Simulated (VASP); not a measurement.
A run of VASP 6.6.1 is set up as follows.

File INCAR:

```
PREC     = Accurate       # precision mode
ENCUT    = 520            # plane-wave cutoff, eV
EDIFF    = 1E-6           # SCF threshold, eV
ISMEAR   = -1             # smearing method
SIGMA    = 0.02           # smearing width, eV
LREAL    = False          # projectors in reciprocal space
LASPH    = True           # aspherical terms in the spheres
NELM     = 60             # most SCF steps
ALGO     = Normal         # electronic algorithm
ISIF     = 2              # what is computed and relaxed
LWAVE    = False          # write WAVECAR
LCHARG   = False          # write CHGCAR
GGA      = PE             # functional
NBANDS   = 16             # bands
```

The input KPOINTS:

```
regular mesh
0
Gamma
  8 8 8
```

The input POSCAR:

```
AgCl
1.0
    3.2152823169      0.0000000000      0.0000000000
    0.0000000000      3.2152823169      0.0000000000
    0.0000000000      0.0000000000      3.3955880419
Ag Cl
1 1
Direct
    0.0000000000      0.0000000000      0.0000000000
    0.5000000000      0.5000000000      0.5000000000
```

Potentials or basis: VASP PAW PBE potentials, release 64 (Ag, Cl).

Command:

```bash
$ cat potpaw_PBE.64/Ag/POTCAR potpaw_PBE.64/Cl/POTCAR > POTCAR
$ mpirun -np 1 vasp_std > vasp.out
```

Q: What does it give for the band gap on the k mesh?

A: 0.59 eV (least direct gap 2.42 eV).

Q: Estimate the pressure.

A: 9.5 GPa.

Stress tensor (GPa, compression positive):
```
10.53  0.00  0.00
 0.00 10.53  0.00
 0.00  0.00  7.42
```

Caveat: the cell differs from its parent crystal (biaxial xy strain -5.3%); the cell stands under pressure. A k mesh can miss the band edges.
